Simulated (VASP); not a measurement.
Set up this calculation in VASP 6.6.1, as the native input.

```yaml
Task: single point
Functional: LDA
Potentials_or_basis: VASP PAW LDA potentials, release 64 (Zr_sv, C)
Cutoff: 520 eV
k_mesh: 16 × 16 × 16
Occupations: gaussian, width 0.15 eV
Spin: no spin polarisation
Dipole_correction: no
Further_INCAR_settings: ALGO = Normal; EDIFF = 1e-06; NBANDS = 15
```

The structure of ZrC lies in POSCAR:

```
ZrC
1.0
    0.0000000000      2.4019541123      2.1582776081
    2.4019541123      0.0000000000      2.1582776081
    2.4019541123      2.4019541123      0.0000000000
Zr C
1 1
Direct
    0.4983745445      0.5016254555      0.5016254555
    0.0123452608     -0.0123452608     -0.0123452608
```

This cell differs from its parent crystal: mode 4 frozen in at -0.057 Å, strain +e along z and -e/2 along x and y -0.0700.

One way to write it, as run:

INCAR

```
SYSTEM = ZrC
  ALGO = Normal
  EDIFF = 1E-6
  ENCUT = 520
  ISIF = 2
  ISMEAR = 0
  LASPH = .True.
  LCHARG = .False.
  LREAL = .False.
  LWAVE = .False.
  NBANDS = 15
  NELM = 60
  PREC = Accurate
  SIGMA = 0.15
```

KPOINTS

```
k-points
0
Gamma
  16 16 16
  0 0 0
```

Potentials or basis: VASP PAW LDA potentials, release 64 (Zr_sv, C).

Command:

```bash
$ cat potpaw_LDA.64/Zr_sv/POTCAR potpaw_LDA.64/C/POTCAR > POTCAR
$ mpirun -np 1 vasp_std > vasp.out
```

Results of the run:

The pressure is 7.1 GPa. The largest force is 0.256 eV/Å. The band gap on the k mesh is zero (band 8 reaches 10.58 eV, above the bottom of band 9 at 9.20 eV).

Caveat: the cell differs from its parent crystal (mode 4 frozen in at -0.057 Å, strain +e along z and -e/2 along x and y -0.0700).

Run time: 63 s on 1 thread of Intel(R) Xeon(R) 6975P-C (Granite Rapids), with other jobs on the host, peak memory 0.32 GiB.
